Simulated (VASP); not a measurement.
# BC5 (P6/mmm) in VASP: single point with PBE

Aim: the single point of BC5 with PBE.

All numbers are computed with VASP 6.6.1; they aren't measurements. Logs are shortened: lines on timing, memory, paths and dates and some standing lists are left out, and cuts for length are marked.

## 1. The cell of the first run

Symmetry: P6/mmm, No. 191, hexagonal system. The conventional cell has a = 4.788 Å, b = 4.788 Å, c = 3.833 Å, α = 90.00°, β = 90.00°, γ = 120.00°. Within 3.6 Å of B (site symmetry 6/mmm) lie 18 C at 2.76 to 3.07 Å. C (site symmetry mmm) has 8 C at 2.36 to 2.39 Å and 4 B at 3.07 Å within 3.1 Å. Within 3.1 Å of C (site symmetry -6m2) lie 9 C at 2.36 to 2.76 Å and 3 B at 2.76 Å.

The cell was built from a structure type or drawn by symmetry, and may not be a known phase.

## 2. Single point, PBE

File INCAR:

```
ALGO = Normal ; EDIFF = 1E-6
ENCUT = 520 ; GGA = PE
ISIF = 2 ; ISMEAR = 0
LASPH = True ; LCHARG = True
LELF = True ; LREAL = False
LVHAR = True ; LWAVE = False
NBANDS = 20 ; NELM = 60
PREC = Accurate ; SIGMA = 0.1
```

File KPOINTS:

```
k-points
0
Gamma
  6 6 4
```

File POSCAR:

```
BC5
1.0
    4.7879759400      0.0000000000      0.0000000000
   -2.3939879700      4.1465088000      0.0000000000
    0.0000000000      0.0000000000      3.8327366600
B C
1 5
Direct
    0.0000000000      0.0000000000      0.0000000000
    0.0000000000      0.5000000000      0.5000000000
    0.3333333300      0.6666666700      0.0000000000
    0.6666666700      0.3333333300      0.0000000000
    0.5000000000      0.0000000000      0.5000000000
    0.5000000000      0.5000000000      0.5000000000
```

Potentials or basis: VASP PAW PBE potentials, release 64 (B, C).

Command:

```console
$ cat potpaw_PBE.64/B/POTCAR potpaw_PBE.64/C/POTCAR > POTCAR
$ mpirun -np 1 vasp_std > vasp.out
```

OUTCAR:

```text
EDIFF = 1E-6
   ENCUT = 520
   GGA = PE
   ISIF = 2
   ISMEAR = 0
   LASPH = True
   LREAL = False
   NELM = 60
   PREC = Accurate

 ion  position               nearest neighbor table
   1  0.000  0.000  0.000-
   2  0.000  0.500  0.500-
   3  0.333  0.667  0.000-
   4  0.667  0.333  0.000-
   5  0.500  0.000  0.500-
   6  0.500  0.500  0.500-

  LATTYP: Found a hexagonal cell.
 ALAT       =     4.7879759400
 C/A-ratio  =     0.8004920467

  Lattice vectors:

 A1 = (   4.7879759400,   0.0000000000,   0.0000000000)
 A2 = (  -2.3939879700,   4.1465088000,   0.0000000000)
 A3 = (   0.0000000000,   0.0000000000,   3.8327366600)

Analysis of symmetry for initial positions (statically):
=====================================================================
 Subroutine PRICEL returns:
 Original cell was already a primitive cell.

 Routine SETGRP: Setting up the symmetry group for a
 hexagonal supercell.

 Subroutine GETGRP returns: Found 24 space group operations
 (whereof 24 operations were pure point group operations)
 out of a pool of 24 trial point group operations.

The static configuration has the point symmetry D_6h.

Analysis of symmetry for dynamics (positions and initial velocities):
=====================================================================
 Subroutine PRICEL returns:
 Original cell was already a primitive cell.

 Routine SETGRP: Setting up the symmetry group for a
 hexagonal supercell.

 Subroutine GETGRP returns: Found 24 space group operations
 (whereof 24 operations were pure point group operations)
 out of a pool of 24 trial point group operations.

The dynamic configuration has the point symmetry D_6h.

 Subroutine INISYM returns: Found 24 space group operations
 (whereof 24 operations are pure point group operations),
 and found     1 'primitive' translations

----------------------------------------------------------------------------------------

                                     Primitive cell

  volume of cell :      76.0928

  direct lattice vectors                    reciprocal lattice vectors
     4.787975940  0.000000000  0.000000000     0.208856522  0.120583369  0.000000000
    -2.393987970  4.146508800  0.000000000     0.000000000  0.241166738  0.000000000
     0.000000000  0.000000000  3.832736660     0.000000000  0.000000000  0.260910177

  length of vectors
     4.787975940  4.787975943  3.832736660     0.241166738  0.241166738  0.260910177

  position of ions in fractional coordinates (direct lattice)
     0.000000000  0.000000000  0.000000000
     0.000000000  0.500000000  0.500000000
     0.333333330  0.666666670  0.000000000
     0.666666670  0.333333330  0.000000000
     0.500000000  0.000000000  0.500000000
     0.500000000  0.500000000  0.500000000

  ion indices of the primitive-cell ions
   primitive index   ion index
                 1           1
                 2           2
                 3           3
                 4           4
                 5           5
                 6           6

----------------------------------------------------------------------------------------

 KPOINTS: k-points

Automatic generation of k-mesh.
 Grid dimensions read from file:
 generate k-points for:    6    6    4

 Generating k-lattice:

  Cartesian coordinates                     Fractional coordinates (reciprocal lattice)
     0.034809420  0.020097228  0.000000000     0.166666667  0.000000000  0.000000000
     0.000000000  0.040194456  0.000000000     0.000000000  0.166666667  0.000000000
     0.000000000  0.000000000  0.065227544     0.000000000  0.000000000  0.250000000

  Length of vectors
     0.040194456  0.040194456  0.065227544

  Shift w.r.t. Gamma in fractional coordinates (k-lattice)
     0.000000000  0.000000000  0.000000000

 Subroutine IBZKPT returns following result:
 ===========================================

 Found     21 irreducible k-points:

 Following reciprocal coordinates:
            Coordinates               Weight
  0.000000  0.000000  0.000000      1.000000
  0.166667 -0.000000  0.000000      6.000000
  0.333333 -0.000000  0.000000      6.000000
  0.500000  0.000000  0.000000      3.000000
  0.166667  0.166667  0.000000      6.000000
  0.333333  0.166667  0.000000     12.000000
[... 13 lines left out ...]
  0.333333  0.166667  0.500000     12.000000
  0.333333  0.333333  0.500000      2.000000
   k-points           NKPTS =     21   k-points in BZ     NKDIM =     21   number of bands    NBANDS=     20
   number of dos      NEDOS =    301   number of ions     NIONS =      6
   total plane-waves  NPLWV =  38880
   dimension x,y,z NGX =    36 NGY =   36 NGZ =   30
   dimension x,y,z NGXF=    72 NGYF=   72 NGZF=   60
   ions per type =               1   5
   NGX,Y,Z   is equivalent  to a cutoff of  12.50, 12.50, 13.01 a.u.
   NGXF,Y,Z  is equivalent  to a cutoff of  25.00, 25.00, 26.03 a.u.
 SYSTEM =  unknown system
   PREC   = accura    normal or accurate (medium, high low for compatibility)
   ISTART =      0    job   : 0-new  1-cont  2-samecut
   ICHARG =      2    charge: 1-file 2-atom 10-const
   ISPIN  =      1    spin polarized calculation?
   LNONCOLLINEAR =      F non collinear calculations
   LSORBIT =      F    spin-orbit coupling
   LASPH  =      T    aspherical Exc in radial PAW
   ENCUT  =  520.0 eV  38.22 Ry    6.18 a.u.   8.90  8.90  7.13*2*pi/ulx,y,z
   NELM   =     60;   NELMIN=  2; NELMDL= -5     # of ELM steps
   EDIFF  = 0.1E-05   stopping-criterion for ELM
   LREAL  =      F    real-space projection
   EDIFFG = 0.1E-04   stopping-criterion for IOM
   NSW    =      0    number of steps for IOM
   IBRION =     -1    ionic relax: 0-MD 1-quasi-New 2-CG
   NFREE  =      0    steps in history (QN), initial steepest desc. (CG)
   ISIF   =      2    stress and relaxation
   ISYM   =      2    0-nonsym 1-usesym 2-fastsym
   POTIM  = 0.5000    time-step for ionic-motion
   TEBEG  =    0.0;   TEEND  =   0.0 temperature during run
   PSTRESS=    0.0 pullay stress
   NELECT =      23.0000    total number of electrons
   NUPDOWN=      -1.0000    fix difference up-down
   EMIN   =  10.00;   EMAX   =-10.00  energy-range for DOS
   EFERMI =   0.00;   METHOD = LEGACY
   ISMEAR =     0;   SIGMA  =   0.10  broadening in eV -4-tet -1-fermi 0-gaus
   EFERMI_NEDOS =   21; number of points for ismear=-14 and -15
   IALGO  =     38    algorithm
   IMIX   =      4    mixing-type and parameters
     AMIX     =   0.40;   BMIX     =  1.00
     AMIX_MAG =   1.60;   BMIX_MAG =  1.00
  volume/ion in A,a.u.               =      12.68        85.58
  Fermi-wavevector in a.u.,A,eV,Ry     =   1.098676  2.076196 16.423439  1.207089
  Thomas-Fermi vector in A             =   2.235057
   LORBIT       =      0    0 simple, 1 ext, 2 COOP (PROOUT), +10 PAW based schemes
   GGA     = PE    functional components
   LHFCALC =     F    Hartree Fock is set to
   AEXX    =    0.0000 exact exchange contribution
   IVDW    =     0    specifies the selected vdW correction
   LEPSILON=     F    determine dielectric tensor
   LRPA    =     F    only Hartree local field effects (RPA)
 non-spin polarized calculation
 Gauss-broadening in eV      SIGMA  =   0.10
  energy-cutoff  :      520.00
  volume of cell :       76.09
 maximum number of plane-waves:      2064
 NGX is ok and might be reduce to    36
   NGX = 17   NGY = 17   NGZ = 15

 number of electron      22.9999999 magnetization

 Free energy of the ion-electron system (eV)
  ---------------------------------------------------
  ext. energy  EPLUGINS =         0.00000000
  ---------------------------------------------------
  free energy    TOTEN  =       -24.16522110 eV

  energy without entropy =      -24.14365707  energy(sigma->0) =      -24.15443909

 E-fermi :   2.0910     XC(G=0): -10.0148

 val. band max:        2.0735239744   @ k =   0.3333   0.1667   0.5000
 cond. band min:       2.1010995118   @ k =   0.5000   0.0000   0.5000
 fundamental gap:      0.0275755374
 Fermi energy:         2.0909989775

 k-point     1 :       0.0000    0.0000    0.0000
  band No.  band energies     occupation
      1     -11.5904      2.00000
      2      -6.7218      2.00000
      3      -5.6265      2.00000
      4      -5.6265      2.00000
      5      -4.5445      2.00000
      6      -2.5069      2.00000
[... 12 lines left out ...]
     19       5.4507      0.00000
     20       5.4514      0.00000

 k-point     2 :       0.1667   -0.0000    0.0000
  band No.  band energies     occupation
      1     -11.4286      2.00000
      2      -7.6081      2.00000
      3      -5.7483      2.00000
      4      -4.9292      2.00000
      5      -4.4437      2.00000
      6      -2.6431      2.00000
[... 12 lines left out ...]
     19       4.9518      0.00000
     20       5.1835      0.00000

 k-point     3 :       0.3333   -0.0000    0.0000
  band No.  band energies     occupation
      1     -10.9751      2.00000
      2      -8.7777      2.00000
      3      -5.9587      2.00000
      4      -4.5473      2.00000
      5      -4.1853      2.00000
      6      -2.9822      2.00000
[... 12 lines left out ...]
     19       5.0088      0.00000
     20       5.2866      0.00000

 k-point     4 :       0.5000    0.0000    0.0000
  band No.  band energies     occupation
      1     -10.5457      2.00000
      2      -9.4634      2.00000
      3      -6.0515      2.00000
      4      -4.5742      2.00000
      5      -3.9941      2.00000
      6      -3.0776      2.00000
[... 12 lines left out ...]
     19       4.9553      0.00000
     20       5.4401      0.00000

 k-point     5 :       0.1667    0.1667    0.0000
  band No.  band energies     occupation
      1     -11.1167      2.00000
      2      -8.4636      2.00000
      3      -6.0778      2.00000
      4      -4.3328      2.00000
      5      -4.2671      2.00000
      6      -2.9156      2.00000
[... 12 lines left out ...]
     19       4.7699      0.00000
     20       5.2254      0.00000

 k-point     6 :       0.3333    0.1667    0.0000
  band No.  band energies     occupation
      1     -10.5762      2.00000
      2      -9.3745      2.00000
      3      -6.4068      2.00000
      4      -4.1050      2.00000
      5      -3.9992      2.00000
      6      -2.8860      2.00000
[... 12 lines left out ...]
     19       5.0879      0.00000
     20       5.4446      0.00000

 k-point     7 :       0.3333    0.3333    0.0000
  band No.  band energies     occupation
      1     -10.0038      2.00000
      2     -10.0038      2.00000
      3      -6.7090      2.00000
      4      -3.8819      2.00000
      5      -3.8819      2.00000
      6      -2.5196      2.00000
[... 12 lines left out ...]
     19       4.8184      0.00000
     20       5.8677      0.00000
[... 208 lines left out ...]
 k-point    17 :       0.3333   -0.0000    0.5000
  band No.  band energies     occupation
      1      -9.3421      2.00000
      2      -8.4940      2.00000
      3      -7.1310      2.00000
      4      -6.6432      2.00000
      5      -5.1743      2.00000
      6      -2.6560      2.00000
[... 12 lines left out ...]
     19       5.2610      0.00000
     20       5.7055      0.00000

 k-point    18 :       0.5000    0.0000    0.5000
  band No.  band energies     occupation
      1      -8.9257      2.00000
      2      -8.1010      2.00000
      3      -7.8213      2.00000
      4      -7.1786      2.00000
      5      -5.2449      2.00000
      6      -2.9166      2.00000
[... 12 lines left out ...]
     19       5.3455      0.00000
     20       5.4987      0.00000

 k-point    19 :       0.1667    0.1667    0.5000
  band No.  band energies     occupation
      1      -9.4799      2.00000
      2      -8.6254      2.00000
      3      -6.8080      2.00000
      4      -6.4229      2.00000
      5      -5.2103      2.00000
      6      -2.8245      2.00000
[... 12 lines left out ...]
     19       5.4904      0.00000
     20       5.9351      0.00000

 k-point    20 :       0.3333    0.1667    0.5000
  band No.  band energies     occupation
      1      -8.9516      2.00000
      2      -8.1308      2.00000
      3      -7.7409      2.00000
      4      -7.1072      2.00000
      5      -5.4093      2.00000
      6      -3.4253      2.00000
[... 12 lines left out ...]
     19       5.1943      0.00000
     20       5.5389      0.00000

 k-point    21 :       0.3333    0.3333    0.5000
  band No.  band energies     occupation
      1      -8.3815      2.00000
      2      -8.3815      2.00000
      3      -7.6298      2.00000
      4      -7.6298      2.00000
      5      -5.5912      2.00000
      6      -3.8142      2.00000
[... 12 lines left out ...]
     19       5.1568      0.00000
     20       5.8383      0.00000

------------------------ aborting loop because EDIFF is reached ----------------------------------------

  FORCE on cell =-STRESS in cart. coord.  units (eV):
  Direction    XX          YY          ZZ          XY          YZ          ZX
  --------------------------------------------------------------------------------------
  -------------------------------------------------------------------------------------
  Total      -11.1255390    -11.1255391    -13.7136964      0.0000000     -0.0000000      0.0000000
  in kB     -234.2545921   -234.2545924   -288.7497264      0.0000000     -0.0000000      0.0000000
  external PRESSURE =    -252.4196370 kB  Pullay stress =       0.0000000 kB

 VOLUME and BASIS-vectors are now :
 -----------------------------------------------------------------------------
  energy-cutoff  :      520.00
  volume of cell :       76.09
      direct lattice vectors                 reciprocal lattice vectors
     4.787975940  0.000000000  0.000000000     0.208856522  0.120583369  0.000000000
    -2.393987970  4.146508800  0.000000000     0.000000000  0.241166738  0.000000000
     0.000000000  0.000000000  3.832736660     0.000000000  0.000000000  0.260910177

 POSITION                                       TOTAL-FORCE (eV/Angst)
 -----------------------------------------------------------------------------------
      0.00000      0.00000      0.00000        -0.000000      0.000000      0.000000
     -1.19699      2.07325      1.91637        -0.000000      0.000000      0.000000
     -0.00000      2.76434      0.00000         0.000000      0.000000      0.000000
      2.39399      1.38217      0.00000         0.000000      0.000000      0.000000
      2.39399      0.00000      1.91637        -0.000000      0.000000      0.000000
      1.19699      2.07325      1.91637        -0.000000      0.000000      0.000000
 -----------------------------------------------------------------------------------
    total drift:                                0.000000      0.000000      0.000000

  FREE ENERGIE OF THE ION-ELECTRON SYSTEM (eV)
  ---------------------------------------------------
  free  energy   TOTEN  =       -24.1652211044 eV

  energy  without entropy=      -24.1436570747  energy(sigma->0) =      -24.15443909
```

It took 48 s on 1 thread of Intel Xeon 8259CL, shared host; peak memory 0.19 GiB.

Results:

```yaml
Free_energy: -24.1652 eV
Pressure: -25.2 GPa
Band_gap_on_the_k_mesh: zero (an odd number of electrons rules out a gap without spin polarisation)
```

Caveat: the k points lie up to 0.41 Å⁻¹ apart, too coarse for converged energies and pressures of a metal.
